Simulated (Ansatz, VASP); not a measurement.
## Li2Se in VASP and in Ansatz

```xyz
3
Lattice="0.0000 2.9528 2.9528 2.9528 0.0000 2.9528 2.9528 2.9528 0.0000" Properties=species:S:1:pos:R:3 pbc="T T T"
Li    1.4764    1.4764    1.4764
Li    4.4292    4.4292    4.4292
Se    0.0000    0.0000    0.0000
```

Alike in both runs: task single point; functional PBEsol; k mesh 8 × 8 × 8; occupations gaussian, width 0.05 eV; no spin polarisation.

|  | VASP | Ansatz |
| --- | --- | --- |
| version | VASP 6.6.1 | Ansatz 0.2.0 |
| potentials or method | VASP PAW PBE potentials, release 64 (Li_sv, Se), cutoff 750 eV | scalar-relativistic, plane waves, PAW |
| valence electrons in the cell | 12 | 22 |

Ansatz gave:

* gap on the k mesh at the Fermi level (eV): 2.80
* least direct gap on the mesh (eV): 3.45
* pressure (GPa): 0.7

Q: What did VASP give for the same quantities?

A: gap on the k mesh at the Fermi level (eV): 2.79; least direct gap on the mesh (eV): 3.45; pressure (GPa): 0.7.

VASP's potentials were made for PBE, not for PBEsol. With one functional, cell and mesh, what is left measures potentials, basis and numerics. VASP's potentials hold 12 valence electrons a cell and Ansatz's 22, so a difference there can come from the potentials and not from the codes.
